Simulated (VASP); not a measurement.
CaBe2O3: single point with PBE

Crystal: CaBe2O3.

```
Ca Be O
1.0
     3.36379    0.00000    0.00000
    -1.68189    2.91313    0.00000
     0.00000    0.00000    6.61671
Ca Be O
1 2 3
Direct
  0.66667 0.33333 0.00000
  0.33333 0.66667 0.24282
  0.33333 0.66667 0.75718
  0.66667 0.33333 0.50000
  0.00000 0.00000 0.00000
  0.00000 0.00000 0.50000
```

- Program: VASP 6.6.1
- Task: single point
- Functional: PBE
- Potentials or basis: VASP PAW PBE potentials, release 64 (Ca_sv, Be, O)
- Cutoff: 520 eV
- k mesh: 6 × 6 × 4
- Occupations: gaussian, width 0.1 eV
- Spin: no spin polarisation
- Dipole correction: no
- Further INCAR settings: ALGO = Normal; EDIFF = 1e-07; NBANDS = 25

```json
{
 "Pressure": "29.0 GPa",
 "Largest force": "4.491 eV/Å",
 "Band gap on the k mesh": "zero (band 16 reaches 4.80 eV, above the bottom of band 17 at 4.11 eV)"
}
```

Forces on the atoms (eV/Å):
```
Ca   0.000  0.000  0.000
Be   0.000  0.000  4.491
Be   0.000  0.000 -4.491
O    0.000  0.000  0.000
O    0.000  0.000  0.000
O    0.000  0.000  0.000
```

Stress tensor (GPa, compression positive):
```
44.03  0.00  0.00
 0.00 44.03  0.00
 0.00  0.00 -1.00
```

Levels at points of the mesh, in eV from the Fermi level:
```csv
k point,band 12,band 13,band 14,band 15,band 16,band 17,band 18,band 19,band 20,band 21
"(0.00, 0.00, 0.00)",-4.78,-4.33,-3.19,-0.70,-0.39,-0.39,1.65,2.12,4.25,4.25
"(0.50, 0.00, 0.00)",-4.01,-3.44,-2.57,-0.27,0.20,0.30,0.68,1.51,2.14,3.70
"(0.00, 0.00, 0.50)",-4.78,-4.78,-1.47,-0.72,-0.42,-0.42,0.02,3.30,4.48,4.48
"(0.50, 0.00, 0.50)",-4.47,-3.44,-2.80,-0.03,0.28,0.31,1.51,1.90,2.45,2.55
```

Wall time 43 s on 1 thread of Intel(R) Xeon(R) Platinum 8259CL CPU @ 2.50GHz (Skylake/Cascade Lake), with other jobs on the host, peak memory 0.2 GiB.

Caveat: forces of over 1 eV/Å act on the atoms, so gaps and moduli don't describe the material at rest.
